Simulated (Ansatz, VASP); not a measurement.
One calculation of Sb, two programs

The input INCAR:

```
SYSTEM = Sb
PREC = Accurate ; ENCUT = 520
EDIFF = 1E-8 ; ISMEAR = -1
SIGMA = 0.08 ; LREAL = .False.
LASPH = .True. ; NELM = 80
ALGO = Normal ; ISIF = 2
LWAVE = .False. ; LCHARG = .False.
GGA = PS ; LEFG = .True.
NBANDS = 8
```

KPOINTS

```
regular mesh
0
Gamma
  12 12 12
  0 0 0
```

The input POSCAR:

```
Sb
1.0
    3.1809277622      0.0000000000      0.0000000000
    0.0000000000      3.1809277622      0.0000000000
    0.0000000000      0.0000000000      3.1809277622
Sb
1
Direct
    0.0000000000      0.0000000000      0.0000000000
```

Input for Ansatz:

```yaml
crystal:
  lattice:
    - [3.1809277622, 0.0, 0.0]
    - [0.0, 3.1809277622, 0.0]
    - [0.0, 0.0, 3.1809277622]
  atoms:
    - { symbol: Sb, position: [0.0, 0.0, 0.0] }
kpoints:
  mp_grid: { grid: [12, 12, 12] }
scf:
  occupations: { method: fermi_dirac, width: 0.08 }
hamiltonian:
  xc: pbesol
  pseudopotentials: { kind: all_electron, datasets: crystal }
output:
  forces: true
  stress: true
  eigenvalues: true
  efg: { contact_densities: true }
```

Change from the starting cell: volume scaled by 1.02, crystal datasets.

Alike in both runs: task electric field gradients; functional PBEsol; k mesh 12 × 12 × 12; occupations fermi-dirac, width 0.08 eV; no spin polarisation.

```csv
,VASP,Ansatz
version,VASP 6.6.1,Ansatz 0.2.0
potentials or method,"VASP PAW PBE potentials, release 64 (Sb), cutoff 520 eV","all-electron PAW with datasets made for the crystal, scalar-relativistic"
```

```tsv
	VASP	Ansatz	Ansatz less VASP
pressure (GPa)	-5.3	-5.3	-0.02
```

VASP's potentials were made for PBE, not for PBEsol. Ansatz ran all-electron here, and VASP with PAW potentials.

Spin-orbit coupling is off throughout.
